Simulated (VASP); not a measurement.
# HfN (Pm-3m) in VASP: notebook, part 2 of 2

VASP 6.6.1. Earlier steps stand in the parts before.

### Step 3. Relaxation of cell and atoms, r2SCAN, target pressure 2 GPa, at which the enthalpy is minimised

Input file POSCAR:

```
HfN
1.0
    2.8250300000      0.0000000000      0.0000000000
    0.0000000000      2.8250300000      0.0000000000
    0.0000000000      0.0000000000      2.8250300000
Hf N
1 1
Direct
    0.5000000000      0.5000000000      0.5000000000
    0.0000000000      0.0000000000      0.0000000000
```

Input file INCAR.step1:

```
PREC = Accurate ; ENCUT = 600
ISMEAR = -1 ; SIGMA = 0.05
LREAL = False ; LASPH = True
NELM = 100 ; GGA = PE
ALGO = Normal ; EDIFF = 1E-4
LWAVE = True ; LCHARG = False
```

Input file INCAR.step2:

```
PREC = Accurate ; ENCUT = 600
EDIFF = 1E-6 ; ISMEAR = -1
SIGMA = 0.05 ; LREAL = False
LASPH = True ; NELM = 100
ALGO = Normal ; ISIF = 3
LWAVE = False ; LCHARG = False
METAGGA = R2SCAN ; LMIXTAU = True
IBRION = 2 ; NSW = 60
EDIFFG = -0.01 ; PSTRESS = 20.0
ISTART = 1
```

Input file KPOINTS:

```
regular mesh
0
Gamma
  9 9 9
```

Potentials or basis: VASP PAW PBE potentials, release 64 (Hf_pv, N).

Command:

```sh
$ cat potpaw_PBE.64/Hf_pv/POTCAR potpaw_PBE.64/N/POTCAR > POTCAR
$ cp INCAR.step1 INCAR
$ mpirun -np 1 vasp_std > vasp.out
$ cp INCAR.step2 INCAR
$ mpirun -np 1 vasp_std > vasp.out
```

OUTCAR:

```text
PREC = Accurate
   ENCUT = 600
   EDIFF = 1E-6
   ISMEAR = -1
   LREAL = False
   LASPH = True
   NELM = 100
   ISIF = 3
   METAGGA = R2SCAN
   IBRION = 2
   NSW = 60
   EDIFFG = -0.01
   PSTRESS = 20.0
   ISTART = 1

 ion  position               nearest neighbor table
   1  0.500  0.500  0.500-   2 2.45   2 2.45   2 2.45   2 2.45   2 2.45   2 2.45   2 2.45   2 2.45

   2  0.000  0.000  0.000-   1 2.45   1 2.45   1 2.45   1 2.45   1 2.45   1 2.45   1 2.45   1 2.45

  LATTYP: Found a simple cubic cell.
 ALAT       =     2.8250300000

  Lattice vectors:

 A1 = (   2.8250300000,   0.0000000000,   0.0000000000)
 A2 = (   0.0000000000,   2.8250300000,   0.0000000000)
 A3 = (   0.0000000000,   0.0000000000,   2.8250300000)

Analysis of symmetry for initial positions (statically):
=====================================================================
[... 305 lines left out ...]
  band No.  band energies     occupation
      1     -23.5579      2.00000
      2     -23.5579      2.00000
      3     -23.5579      2.00000
      4      -9.5935      2.00000
      5       5.1862      2.00000
      6       5.1862      2.00000
      7       6.5129      2.00000
      8       6.5129      2.00000
      9       6.5129      2.00000
     10      12.1488      0.00000
     11      14.5879      0.00000
[... 309 lines left out ...]
 k-point    24 :       0.4444    0.3333    0.1111
  band No.  band energies     occupation
      1     -24.7794      2.00000
      2     -24.4355      2.00000
      3     -23.4825      2.00000
      4      -7.4149      2.00000
      5       2.0812      2.00000
      6       3.1157      2.00000
      7       5.7689      2.00000
      8       7.9111      0.24003
      9      11.3469      0.00000
     10      11.8244      0.00000
     11      13.7694      0.00000

 [... further k-points ...]

------------------------ aborting loop because EDIFF is reached ----------------------------------------

  FORCE on cell =-STRESS in cart. coord.  units (eV):
  Direction    XX          YY          ZZ          XY          YZ          ZX
  --------------------------------------------------------------------------------------
  -------------------------------------------------------------------------------------
  Total        0.2675126      0.2675126      0.2675126      0.0000000      0.0000000     -0.0000000
  in kB       19.7847901     19.7847901     19.7847901      0.0000000      0.0000000     -0.0000000
  external PRESSURE =      -0.2152099 kB  Pullay stress =      20.0000000 kB
[... 21 lines left out ...]
  energy  without entropy=      -56.1578300870  energy(sigma->0) =      -56.16267366

  enthalpy is  TOTEN    =       -55.8970947534 eV   P V=        0.2704224765

 reached required accuracy - stopping structural energy minimisation
```

OUTCAR.step1:

```text
PREC = Accurate
   ENCUT = 600
   ISMEAR = -1
   LREAL = False
   LASPH = True
[... 558 lines left out ...]
      1.41251      1.41251      1.41251         0.000000      0.000000      0.000000
      0.00000      0.00000      0.00000         0.000000      0.000000      0.000000
 -----------------------------------------------------------------------------------
    total drift:                                0.000000     -0.000000     -0.000000

  FREE ENERGIE OF THE ION-ELECTRON SYSTEM (eV)
  ---------------------------------------------------
  free  energy   TOTEN  =       -19.7688252049 eV

  energy  without entropy=      -19.7579671985  energy(sigma->0) =      -19.76339620
```

It took 59 s on 1 thread of Intel Xeon 6975P-C (Granite Rapids), shared host; peak memory 0.16 GiB.

What came out:

- Free energy: -56.1675 eV
- Relaxed volume: 10.83 Å³/atom
- Relaxed cell: a = 2.788 Å, b = 2.788 Å, c = 2.788 Å, α = 90.00°, β = 90.00°, γ = 90.00°
- Space group after relaxing (to 0.05 Å): Pm-3m (No. 221)
- Energy change on relaxing (the enthalpy is what falls): -8.5 meV/atom
- Ionic steps: 4
- Pressure after relaxing: 2.0 GPa

Step by step:
```csv
step,energy change (eV),largest force (eV/Å),pressure (GPa),volume (Å³)
1,0.0000,0.0000,-7.87,22.55
2,0.0736,0.0000,21.07,20.35
3,-0.0172,0.0000,1.73,21.68
4,-0.0170,0.0000,1.98,21.66
```

Final structure:
```
CELL_PARAMETERS angstrom
2.78767 0.00000 0.00000
0.00000 2.78767 0.00000
0.00000 0.00000 2.78767
ATOMIC_POSITIONS crystal
Hf 0.50000 0.50000 0.50000
N 0.00000 0.00000 0.00000
```

Caveat: the cell is relaxed towards a set pressure, so the enthalpy falls and the energy may rise; the PAW data sets were made with another functional, which shifts forces and pressure a little; spin-orbit coupling is left out, which moves the levels of the heavy elements.

### Step 4. Relaxation of cell and atoms, r2SCAN, target pressure 5 GPa, at which the enthalpy is minimised

POSCAR is that of step 3.

Input file INCAR.step1:

```
SYSTEM = HfN
PREC = Accurate
ENCUT = 600
ISMEAR = -1
SIGMA = 0.05
LREAL = .FALSE.
LASPH = .TRUE.
NELM = 100
GGA = PE
ALGO = Normal
EDIFF = 1E-4
LWAVE = .TRUE.
LCHARG = .FALSE.
```

Input file INCAR.step2:

```
SYSTEM = HfN
PREC = Accurate
ENCUT = 600
EDIFF = 1E-6
ISMEAR = -1
SIGMA = 0.05
LREAL = .FALSE.
LASPH = .TRUE.
NELM = 100
ALGO = Normal
ISIF = 3
LWAVE = .FALSE.
LCHARG = .FALSE.
METAGGA = R2SCAN
LMIXTAU = .TRUE.
IBRION = 2
NSW = 60
EDIFFG = -0.01
PSTRESS = 50.0
ISTART = 1
```

Input file KPOINTS:

```
Automatic mesh
0
G
  9 9 9
  0 0 0
```

Command:

```sh
$ cat potpaw_PBE.64/Hf_pv/POTCAR potpaw_PBE.64/N/POTCAR > POTCAR
$ cp INCAR.step1 INCAR
$ mpirun -np 1 vasp_std > vasp.out
$ cp INCAR.step2 INCAR
$ mpirun -np 1 vasp_std > vasp.out
```

Wall time 58 s (1 thread of Intel Xeon 6975P-C (Granite Rapids), shared host); peak memory 0.16 GiB.

Results (log left out):

```yaml
Free_energy: -56.1624 eV
Relaxed_volume: 10.72 Å³/atom
Relaxed_cell: a = 2.778 Å, b = 2.778 Å, c = 2.778 Å, α = 90.00°, β = 90.00°, γ = 90.00°
Space_group_after_relaxing_to_0.05_Å: Pm-3m (No. 221)
Energy_change_on_relaxing_the_enthalpy_is_what_falls: -5.9 meV/atom
Ionic_steps: 4
Pressure_after_relaxing: 4.9 GPa
```

The path:
| step | energy change (eV) | largest force (eV/Å) | pressure (GPa) | volume (Å³) |
| --- | --- | --- | --- | --- |
| 1 | 0.0000 | 0.0000 | -7.87 | 22.55 |
| 2 | 0.1804 | 0.0000 | 32.83 | 19.72 |
| 3 | -0.0128 | 0.0000 | 4.58 | 21.46 |
| 4 | -0.0119 | 0.0000 | 4.95 | 21.43 |

Final structure:
```
Hf N
1.0
     2.77764    0.00000    0.00000
     0.00000    2.77764    0.00000
     0.00000    0.00000    2.77764
Hf N
1 1
Direct
  0.50000 0.50000 0.50000
  0.00000 0.00000 0.00000
```

Levels at points of the mesh, in eV from the Fermi level:
```tsv
k point	band 6	band 7	band 8	band 9	band 10	band 11
(0.00, 0.00, 0.00)	-2.67	-1.30	-1.30	-1.30	4.49	6.85
```

Caveat: the cell is relaxed towards a set pressure, so the enthalpy falls and the energy may rise; the PAW data sets were made with another functional, which shifts forces and pressure a little; spin-orbit coupling is left out, which moves the levels of the heavy elements.

### Step 5. Overview

```tsv
cell	gap on the mesh (eV)	pressure (GPa)
relaxed	none	0.0
relaxed to 2 GPa	none	2.0
relaxed to 5 GPa	none	4.9
```

Alike in all rows: task relaxation of cell and atoms; level r2SCAN; potentials or basis VASP PAW PBE potentials, release 64 (Hf_pv, N); no spin polarisation; k mesh 9 × 9 × 9; cutoff (eV) 600; smearing fermi-dirac 0.05 eV.

Caveats: the PAW data sets were made with another functional, which shifts forces and pressure a little; spin-orbit coupling is left out, which moves the levels of the heavy elements; the cell is relaxed towards a set pressure, so the enthalpy falls and the energy may rise (some runs).

Absolute energies hang on the potentials; compare differences alone.
